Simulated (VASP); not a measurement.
SmF, 2 atoms in the cell. The structure is monoclinic, space group C2/m (No. 12). The conventional cell has a = 6.992 Å, b = 3.107 Å, c = 3.899 Å, α = 90.00°, β = 90.34°, γ = 90.00°. Within 3.3 Å of Sm (site symmetry 2/m) lie 4 F at 2.49 Å and 2 Sm at 3.11 Å. F (site symmetry 2/m) has 4 Sm at 2.49 Å and 2 F at 3.11 Å within 3.3 Å. 

| Item | Value |
| --- | --- |
| Program | VASP 6.6.1 |
| Task | single point |
| Functional | PBE |
| Potentials or basis | VASP PAW PBE potentials, release 64 (Sm_3, F), 4f in core |
| Cutoff | 600 eV |
| k mesh | 6 × 6 × 4 |
| Occupations | gaussian, width 0.1 eV |
| Spin | no spin polarisation |
| Dipole correction | no |
| Mended | yes |
| Further INCAR settings | ALGO = Normal; EDIFF = 1e-06; NBANDS = 16 |

Potentials or basis: VASP PAW PBE potentials, release 64 (Sm_3, F), 4f in core.

Command:

```bash
$ cat potpaw_PBE.64/Sm_3/POTCAR potpaw_PBE.64/F/POTCAR > POTCAR
$ mpirun -np 1 vasp_std > vasp.out
```

Hardware: 1 thread of AMD EPYC 7R43 64-Core Processor (Zen 3), with other jobs on the host.

Q: How long does it take, and how much memory?

A: Wall time 44 s on 1 thread of AMD EPYC 7R43 64-Core Processor (Zen 3), with other jobs on the host, peak memory 0.17 GiB. Counts: scf iterations 13, k points 47.
